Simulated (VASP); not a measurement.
# HW12C12 in VASP: further runs

The runs below take HW12C12 through single point, with PBE.

Program: VASP 6.6.1. These are calculated values, not measurements. Logs are shortened: lines on timing, memory, paths and dates and some standing lists are left out, and cuts for length are marked.

## 1. The cell of the first run

The cell holds a slab with vacuum, 25 atoms: a = 5.764 Å, b = 5.764 Å, c = 19.060 Å, α = 90.00°, β = 90.00°, γ = 120.00°.

## 2. Single point, PBE

The input, INCAR:

```
SYSTEM = HW12C12
PREC = Accurate
ENCUT = 520
EDIFF = 1E-6
ISMEAR = -1
SIGMA = 0.15
LREAL = Auto
LASPH = .True.
NELM = 60
ALGO = Normal
ISIF = 2
LWAVE = .False.
LCHARG = .False.
GGA = PE
NBANDS = 126
```

The input, KPOINTS:

```
Automatic mesh
0
Gamma
  3 3 1
  0 0 0
```

The input, POSCAR:

```
HW12C12
1.0
    5.7641400000      0.0000000000      0.0000000000
   -2.8820700000      4.9918920000      0.0000000000
    0.0000000000      0.0000000000     19.0596750000
W C H
12 12 1
Direct
    0.0000000000      0.0000000000      0.0524667918
   -0.0002031122      0.0021294531      0.2017528630
    0.0022583829      0.0114992472      0.3529240137
    0.0000000000      0.5000000000      0.0524667918
   -0.0002729873      0.5022193990      0.2020976223
   -0.0003653313      0.5089224687      0.3551244184
    0.5000000000      0.0000000000      0.0524667918
    0.4997839016      0.0018009204      0.2017821395
    0.5002502880      0.0062964103      0.3547105604
    0.5000000000      0.5000000000      0.0524667918
    0.4997599189      0.5021214401      0.2019375986
    0.4987839899      0.5070424200      0.3540441272
    0.3333333333      0.1666666667      0.1265464915
    0.3338016494      0.1700112903      0.2737821605
    0.3322236861      0.1774671808      0.4126644342
    0.3333333333      0.6666666667      0.1265464915
    0.3322771480      0.6696967803      0.2744898326
    0.3324549201      0.6729488539      0.4137502869
    0.8333333333      0.1666666667      0.1265464915
    0.8327603807      0.1708322215      0.2741149049
    0.8369532592      0.1778994818      0.4130922484
    0.8333333333      0.6666666667      0.1265464915
    0.8331362469      0.6709618317      0.2749247298
    0.8323286215      0.6831748363      0.4180366140
   -0.1587390200     -0.2419247051      0.4709303280
```

Potentials or basis: VASP PAW PBE potentials, release 64 (W_sv, C, H).

Started as:

```sh
$ cat potpaw_PBE.64/W_sv/POTCAR potpaw_PBE.64/C/POTCAR potpaw_PBE.64/H/POTCAR > POTCAR
$ mpirun -np 1 vasp_std > vasp.out
```

OUTCAR:

```text
SYSTEM = HW12C12
   PREC = Accurate
   ENCUT = 520
   EDIFF = 1E-6
   ISMEAR = -1
   LREAL = Auto
   LASPH = .True.
   NELM = 60
   ISIF = 2
   GGA = PE

 ion  position               nearest neighbor table
   1  0.000  0.000  0.052-  13 2.18  19 2.18  22 2.18   2 2.85   7 2.88   7 2.88   4 2.88   4 2.88
                            10 2.88  10 2.88
   2  1.000  0.002  0.202-  14 2.16  23 2.16  20 2.17  19 2.19  13 2.20  22 2.20   1 2.85   8 2.88
                             5 2.88   3 2.88  11 2.88  11 2.88   5 2.88   8 2.88
   3  0.002  0.011  0.353-  15 2.00  21 2.01  24 2.06  20 2.23  14 2.24  23 2.26  12 2.86   6 2.88
                             9 2.88   2 2.88   9 2.89   6 2.89  12 2.91
   4  0.000  0.500  0.052-  16 2.18  22 2.18  19 2.18   5 2.85  10 2.88  10 2.88   7 2.88   1 2.88
                             1 2.88   7 2.88
   5  1.000  0.502  0.202-  20 2.15  17 2.16  23 2.17  22 2.19  16 2.20  19 2.21   4 2.85   8 2.88
                             2 2.88  11 2.88  11 2.88   2 2.88   8 2.88   6 2.92
   6  1.000  0.509  0.355-  21 1.99  18 2.00  24 2.08  23 2.24  17 2.26  20 2.29   3 2.88   9 2.88
                            12 2.88  12 2.88   9 2.89   3 2.89   5 2.92
   7  0.500  0.000  0.052-  19 2.18  13 2.18  16 2.18   8 2.85   1 2.88   1 2.88   4 2.88  10 2.88
                            10 2.88   4 2.88
   8  0.500  0.002  0.202-  20 2.16  14 2.16  17 2.16  13 2.19  19 2.20  16 2.20   7 2.85  11 2.88
                             5 2.88   2 2.88   2 2.88   5 2.88  11 2.88   9 2.91
   9  0.500  0.006  0.355-  18 2.01  21 2.02  15 2.02  14 2.26  20 2.26  17 2.27  12 2.87   6 2.88
                             3 2.88   3 2.89   6 2.89  12 2.89   8 2.91
  10  0.500  0.500  0.052-  22 2.18  16 2.18  13 2.18  11 2.85   4 2.88   4 2.88   7 2.88   7 2.88
                             1 2.88   1 2.88
  11  0.500  0.502  0.202-  14 2.15  23 2.17  17 2.17  16 2.19  22 2.20  13 2.21  10 2.85   8 2.88
                             5 2.88   2 2.88   2 2.88   5 2.88   8 2.88  12 2.90
  12  0.499  0.507  0.354-  15 1.99  18 2.01  24 2.06  17 2.24  23 2.25  14 2.27   3 2.86   9 2.87
                             6 2.88   6 2.88   9 2.89  11 2.90   3 2.91
  13  0.333  0.167  0.127-   1 2.18   7 2.18  10 2.18   8 2.19   2 2.20  11 2.21
  14  0.334  0.170  0.274-  11 2.15   2 2.16   8 2.16   3 2.24   9 2.26  12 2.27
  15  0.332  0.177  0.413-  12 1.99   3 2.00   9 2.02
  16  0.333  0.667  0.127-   4 2.18  10 2.18   7 2.18  11 2.19   5 2.20   8 2.20
  17  0.332  0.670  0.274-   5 2.16   8 2.16  11 2.17  12 2.24   6 2.26   9 2.27
  18  0.332  0.673  0.414-   6 2.00   9 2.01  12 2.01
  19  0.833  0.167  0.127-   7 2.18   1 2.18   4 2.18   2 2.19   8 2.20   5 2.21
  20  0.833  0.171  0.274-   5 2.15   8 2.16   2 2.17   3 2.23   9 2.26   6 2.29
  21  0.837  0.178  0.413-   6 1.99   3 2.01   9 2.02
  22  0.833  0.667  0.127-  10 2.18   4 2.18   1 2.18   5 2.19  11 2.20   2 2.20
  23  0.833  0.671  0.275-   2 2.16  11 2.17   5 2.17   6 2.24  12 2.25   3 2.26
  24  0.832  0.683  0.418-  25 1.09   3 2.06  12 2.06   6 2.08
  25  0.841  0.758  0.471-  24 1.09

  LATTYP: Found a hexagonal cell.
 ALAT       =     5.7641400000
 C/A-ratio  =     3.3065947392

  Lattice vectors:

 A1 = (   5.7641400000,   0.0000000000,   0.0000000000)
 A2 = (  -2.8820700000,   4.9918920000,   0.0000000000)
 A3 = (   0.0000000000,   0.0000000000,  19.0596750000)

Analysis of symmetry for initial positions (statically):
=====================================================================
 Subroutine PRICEL returns:
 Original cell was already a primitive cell.

 Routine SETGRP: Setting up the symmetry group for a
 hexagonal supercell.

 Subroutine GETGRP returns: Found  1 space group operations
 (whereof  1 operations were pure point group operations)
 out of a pool of 24 trial point group operations.

The static configuration has the point symmetry C_1 .

Analysis of symmetry for dynamics (positions and initial velocities):
=====================================================================
 Subroutine PRICEL returns:
 Original cell was already a primitive cell.

 Routine SETGRP: Setting up the symmetry group for a
 hexagonal supercell.

 Subroutine GETGRP returns: Found  1 space group operations
 (whereof  1 operations were pure point group operations)
 out of a pool of 24 trial point group operations.

The dynamic configuration has the point symmetry C_1 .

 Subroutine INISYM returns: Found  1 space group operations
 (whereof  1 operations are pure point group operations),
 and found     1 'primitive' translations

----------------------------------------------------------------------------------------

                                     Primitive cell

  volume of cell :     548.4224

[... 68 lines left out ...]
 Grid dimensions read from file:
 generate k-points for:    3    3    1

 Generating k-lattice:

  Cartesian coordinates                     Fractional coordinates (reciprocal lattice)
     0.057828806  0.033387474  0.000000000     0.333333333  0.000000000  0.000000000
     0.000000000  0.066774949  0.000000000     0.000000000  0.333333333  0.000000000
     0.000000000  0.000000000  0.052466792     0.000000000  0.000000000  1.000000000

  Length of vectors
     0.066774952  0.066774949  0.052466792

  Shift w.r.t. Gamma in fractional coordinates (k-lattice)
     0.000000000  0.000000000  0.000000000

 Subroutine IBZKPT returns following result:
 ===========================================

 Found      5 irreducible k-points:

 Following reciprocal coordinates:
            Coordinates               Weight
  0.000000  0.000000  0.000000      1.000000
  0.333333  0.000000  0.000000      2.000000
  0.000000  0.333333  0.000000      2.000000
 -0.333333  0.333333  0.000000      2.000000
  0.333333  0.333333  0.000000      2.000000
   k-points           NKPTS =      5   k-points in BZ     NKDIM =      5   number of bands    NBANDS=    126
   number of dos      NEDOS =    301   number of ions     NIONS =     25
   total plane-waves  NPLWV = 331776
   dimension x,y,z NGX =    48 NGY =   48 NGZ =  144
   dimension x,y,z NGXF=    96 NGYF=   96 NGZF=  288
   ions per type =              12  12   1
   NGX,Y,Z   is equivalent  to a cutoff of  13.84, 13.84, 12.56 a.u.
   NGXF,Y,Z  is equivalent  to a cutoff of  27.69, 27.69, 25.12 a.u.
 SYSTEM =  HW12C12
   PREC   = accura    normal or accurate (medium, high low for compatibility)
   ISTART =      0    job   : 0-new  1-cont  2-samecut
   ICHARG =      2    charge: 1-file 2-atom 10-const
   ISPIN  =      1    spin polarized calculation?
   LNONCOLLINEAR =      F non collinear calculations
   LSORBIT =      F    spin-orbit coupling
   LASPH  =      T    aspherical Exc in radial PAW
   ENCUT  =  520.0 eV  38.22 Ry    6.18 a.u.  10.72 10.72 35.44*2*pi/ulx,y,z
   NELM   =     60;   NELMIN=  2; NELMDL= -5     # of ELM steps
   EDIFF  = 0.1E-05   stopping-criterion for ELM
   LREAL  =      T    real-space projection
   EDIFFG = 0.1E-04   stopping-criterion for IOM
   NSW    =      0    number of steps for IOM
   IBRION =     -1    ionic relax: 0-MD 1-quasi-New 2-CG
   NFREE  =      0    steps in history (QN), initial steepest desc. (CG)
   ISIF   =      2    stress and relaxation
   ISYM   =      2    0-nonsym 1-usesym 2-fastsym
   POTIM  = 0.5000    time-step for ionic-motion
   TEBEG  =    0.0;   TEEND  =   0.0 temperature during run
   PSTRESS=    0.0 pullay stress
   NELECT =     217.0000    total number of electrons
   NUPDOWN=      -1.0000    fix difference up-down
   EMIN   =  10.00;   EMAX   =-10.00  energy-range for DOS
   EFERMI =   0.00;   METHOD = LEGACY
   ISMEAR =    -1;   SIGMA  =   0.15  broadening in eV -4-tet -1-fermi 0-gaus
   EFERMI_NEDOS =   21; number of points for ismear=-14 and -15
   IALGO  =     38    algorithm
   IMIX   =      4    mixing-type and parameters
     AMIX     =   0.40;   BMIX     =  1.00
     AMIX_MAG =   1.60;   BMIX_MAG =  1.00
  volume/ion in A,a.u.               =      21.94       148.04
  Fermi-wavevector in a.u.,A,eV,Ry     =   1.201867  2.271199 19.653396  1.444484
  Thomas-Fermi vector in A             =   2.337664
   LORBIT       =      0    0 simple, 1 ext, 2 COOP (PROOUT), +10 PAW based schemes
   GGA     = PE    functional components
   LHFCALC =     F    Hartree Fock is set to
   AEXX    =    0.0000 exact exchange contribution
   IVDW    =     0    specifies the selected vdW correction
   LEPSILON=     F    determine dielectric tensor
   LRPA    =     F    only Hartree local field effects (RPA)
 non-spin polarized calculation
  energy-cutoff  :      520.00
  volume of cell :      548.42
 maximum number of plane-waves:     14819
 NGX is ok and might be reduce to    48
   NGX = 21   NGY = 21   NGZ = 71

 number of electron     216.9999981 magnetization

 Free energy of the ion-electron system (eV)
  ---------------------------------------------------
  ext. energy  EPLUGINS =         0.00000000
  ---------------------------------------------------
  free energy    TOTEN  =      -256.66074393 eV

  energy without entropy =     -256.27995153  energy(sigma->0) =     -256.47034773

 E-fermi :   2.2457     XC(G=0):  -7.3324

 val. band max:        2.1167409664   @ k =   0.0000   0.0000   0.0000
 cond. band min:       2.5051074857   @ k =   0.0000   0.0000   0.0000
 fundamental gap:      0.3883665193
 Fermi energy:         2.2457266927

 k-point     1 :       0.0000    0.0000    0.0000
  band No.  band energies     occupation
      1     -71.8033      2.00000
      2     -71.7669      2.00000
      3     -71.7433      2.00000
      4     -71.7381      2.00000
      5     -71.7319      2.00000
      6     -71.7064      2.00000
[... 604 lines left out ...]
    119       4.1879      0.00000
    120       4.3024      0.00000
 [bands above 120 left out]

------------------------ aborting loop because EDIFF is reached ----------------------------------------

  FORCE on cell =-STRESS in cart. coord.  units (eV):
  Direction    XX          YY          ZZ          XY          YZ          ZX
  --------------------------------------------------------------------------------------
  -------------------------------------------------------------------------------------
  Total       19.3277108     21.4323321      0.1471901      0.6516249     -3.1584649      1.7268508
  in kB       56.4645419     62.6130444      0.4300056      1.9036761     -9.2272322      5.0448725
  external PRESSURE =      39.8358640 kB  Pullay stress =       0.0000000 kB

 VOLUME and BASIS-vectors are now :
 -----------------------------------------------------------------------------
  energy-cutoff  :      520.00
  volume of cell :      548.42
      direct lattice vectors                 reciprocal lattice vectors
     5.764140000  0.000000000  0.000000000     0.173486418  0.100162423  0.000000000
    -2.882070000  4.991892000  0.000000000     0.000000000  0.200324847  0.000000000
     0.000000000  0.000000000 19.059675000     0.000000000  0.000000000  0.052466792

 POSITION                                       TOTAL-FORCE (eV/Angst)
 -----------------------------------------------------------------------------------
      0.00000      0.00000      1.00000        -0.012446      0.005691      0.641613
      5.75683      0.01063      3.84534        -0.001091      0.013161     -0.007980
     -0.02012      0.05740      6.72662        -0.012760      0.003508     -0.032419
     -1.44104      2.49595      1.00000        -0.021590      0.023548      0.683925
      4.31513      2.50703      3.85191        -0.001155      0.014077     -0.009768
      4.29528      2.54049      6.76856        -0.007359      0.021000     -0.051709
[... 17 lines left out ...]
      2.82870      3.41033      7.96764         0.025068      0.008357      0.074517
      2.66432      3.78423      8.97578         0.266044     -0.599937      0.437741
 -----------------------------------------------------------------------------------
    total drift:                               -0.000727     -0.018006      0.069107

  FREE ENERGIE OF THE ION-ELECTRON SYSTEM (eV)
  ---------------------------------------------------
  free  energy   TOTEN  =      -256.6607439300 eV

  energy  without entropy=     -256.2799515281  energy(sigma->0) =     -256.47034773
```

Run time: 11 min. Hardware: 1 thread of AMD EPYC 9R45 (Zen 5), shared host; peak memory 0.77 GiB.

What came out:

```yaml
Free_energy: -256.6607 eV
Largest_force: 0.817 eV/Å
Band_gap_on_the_k_mesh: zero (an odd number of electrons rules out a gap without spin polarisation)
```

Forces on the atoms (eV/Å):
```
W   -0.012  0.006  0.642
W   -0.001  0.013 -0.008
W   -0.013  0.004 -0.032
W   -0.022  0.024  0.684
W   -0.001  0.014 -0.010
W   -0.007  0.021 -0.052
W   -0.006  0.013  0.626
W   -0.002  0.014 -0.008
W   -0.012  0.026 -0.036
W   -0.003  0.024  0.663
W    0.001  0.013 -0.006
W    0.009  0.032 -0.032
C   -0.016  0.071 -0.813
C    0.005  0.013  0.003
C   -0.039  0.012  0.099
C   -0.063  0.070 -0.793
C    0.003  0.018 -0.006
C   -0.008  0.008  0.084
C   -0.077  0.089 -0.809
C   -0.006  0.016 -0.007
C    0.022  0.017  0.080
C   -0.042  0.060 -0.780
C   -0.002  0.014 -0.001
C    0.025  0.008  0.075
H    0.266 -0.600  0.438
```

Caveat: the k points lie up to 0.42 Å⁻¹ apart, too coarse for converged energies and pressures of a metal; spin-orbit coupling is left out, which moves the levels of the heavy elements.

## 3. Single point, PBE

The input, INCAR:

```
PREC     = Accurate       # precision mode
ENCUT    = 520            # plane-wave cutoff, eV
EDIFF    = 1E-6           # SCF threshold, eV
ISMEAR   = -1             # smearing method
SIGMA    = 0.15           # smearing width, eV
LREAL    = Auto         
LASPH    = True           # aspherical terms in the spheres
NELM     = 80             # most SCF steps
ALGO     = Normal         # electronic algorithm
ISIF     = 2              # what is computed and relaxed
LWAVE    = False          # write WAVECAR
LCHARG   = True           # write CHGCAR
GGA      = PE             # functional
LELF     = True           # ELF
LVHAR    = True         
NBANDS   = 126            # bands
```

The input, KPOINTS:

```
Automatic mesh
0
Gamma
  3 3 1
```

The input, POSCAR:

```
HW12C12
1.0
    5.7641400000      0.0000000000      0.0000000000
   -2.8820700000      4.9918920000      0.0000000000
    0.0000000000      0.0000000000     19.0596750000
W C H
12 12 1
Direct
    0.0000000000      0.0000000000      0.0524667918
   -0.0004799552      0.0006538603      0.2017239014
    0.0034502662      0.0094563344      0.3528655132
    0.0000000000      0.5000000000      0.0524667918
   -0.0005612037      0.5007345912      0.2021657767
   -0.0011812095      0.5077004871      0.3558805698
    0.5000000000      0.0000000000      0.0524667918
    0.4995146126      0.0001648673      0.2018332946
    0.5007170865      0.0030673741      0.3549520126
    0.5000000000      0.5000000000      0.0524667918
    0.4993924840      0.5007217704      0.2018885946
    0.4985775529      0.5041885922      0.3540758696
    0.3333333333      0.1666666667      0.1265464915
    0.3328334863      0.1676606786      0.2739130127
    0.3359411629      0.1753475436      0.4126780231
    0.3333333333      0.6666666667      0.1265464915
    0.3313793191      0.6667658275      0.2747680115
    0.3334659753      0.6710449665      0.4140211205
    0.8333333333      0.1666666667      0.1265464915
    0.8330746444      0.1686488810      0.2745622368
    0.8347817434      0.1759883828      0.4136957739
    0.8333333333      0.6666666667      0.1265464915
    0.8330335995      0.6686434723      0.2749696414
    0.8292089530      0.6802102289      0.4177223903
   -0.1478554821     -0.1574162662      0.4551379811
```

Potentials or basis: VASP PAW PBE potentials, release 64 (W_sv, C, H).

Started as:

```sh
$ cat potpaw_PBE.64/W_sv/POTCAR potpaw_PBE.64/C/POTCAR potpaw_PBE.64/H/POTCAR > POTCAR
$ mpirun -np 1 vasp_std > vasp.out
```

Wall time 14 min (1 thread of AMD EPYC 9R45 (Zen 5), shared host); peak memory 0.77 GiB.

It converged, with:

| Quantity | Value |
| --- | --- |
| Free energy | -256.0420 eV |
| Largest force | 1.349 eV/Å |
| Band gap on the k mesh | zero (an odd number of electrons rules out a gap without spin polarisation) |

Forces in eV/Å, atoms in the order of the input:
```
W   -0.012 -0.001  0.636
W   -0.007  0.016 -0.013
W   -0.057  0.097 -0.057
W   -0.016  0.011  0.689
W   -0.004  0.020 -0.011
W   -0.048  0.123 -0.087
W    0.001  0.011  0.629
W   -0.002  0.014 -0.010
W   -0.015  0.059 -0.029
W   -0.002  0.013  0.647
W   -0.004  0.015 -0.009
W   -0.032  0.050 -0.078
C    0.010  0.024 -0.782
C   -0.001  0.023 -0.004
C   -0.100  0.067  0.085
C   -0.054  0.022 -0.748
C    0.004  0.021 -0.003
C   -0.033  0.049  0.083
C   -0.061  0.045 -0.777
C   -0.009  0.027 -0.023
C   -0.036  0.227 -0.054
C   -0.017  0.018 -0.761
C   -0.015  0.029 -0.017
C   -0.061  0.103  0.129
H    0.571 -1.083  0.566
```

Levels at points of the mesh, in eV from the Fermi level:
```tsv
k point	band 105	band 106	band 107	band 108	band 109	band 110	band 111	band 112	band 113	band 114
(0.00, 0.00, 0.00)	-0.19	-0.09	0.31	0.50	0.50	0.54	0.89	0.92	1.21	1.33
```

Caveat: the k points lie up to 0.42 Å⁻¹ apart, too coarse for converged energies and pressures of a metal; spin-orbit coupling is left out, which moves the levels of the heavy elements.
